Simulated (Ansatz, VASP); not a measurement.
Sb in VASP and in Ansatz

```
CELL_PARAMETERS angstrom
-1.87134 1.87134 1.87134
1.87134 -1.87134 1.87134
1.87134 1.87134 -1.87134
ATOMIC_POSITIONS crystal
Sb 0.00000 0.00000 0.00000
```

Alike in both runs: task single point; functional r2SCAN; k mesh 10 × 10 × 10; occupations fermi-dirac, width 0.05 eV; no spin polarisation.

|  | VASP | Ansatz |
| --- | --- | --- |
| version | VASP 6.6.1 | Ansatz 0.2.0 |
| potentials or method | VASP PAW PBE potentials, release 64 (Sb) | Ansatz PAW |
| plane-wave cutoff (eV) | 520 | 500 |
| valence electrons in the cell | 5 | 15 |

|  | VASP | Ansatz | Ansatz less VASP |
| --- | --- | --- | --- |
| gap on the k mesh at the Fermi level (eV) | none | none | - |
| pressure (GPa) | 2.4 | 2.5 | +0.07 |

VASP's potentials were made for PBE, not for r2SCAN. A gap of «none» marks a metal or a gap that the smearing closes. VASP's potentials hold 5 valence electrons a cell and Ansatz's 15, so a difference there can come from the potentials and not from the codes.

Spin-orbit coupling is off throughout.
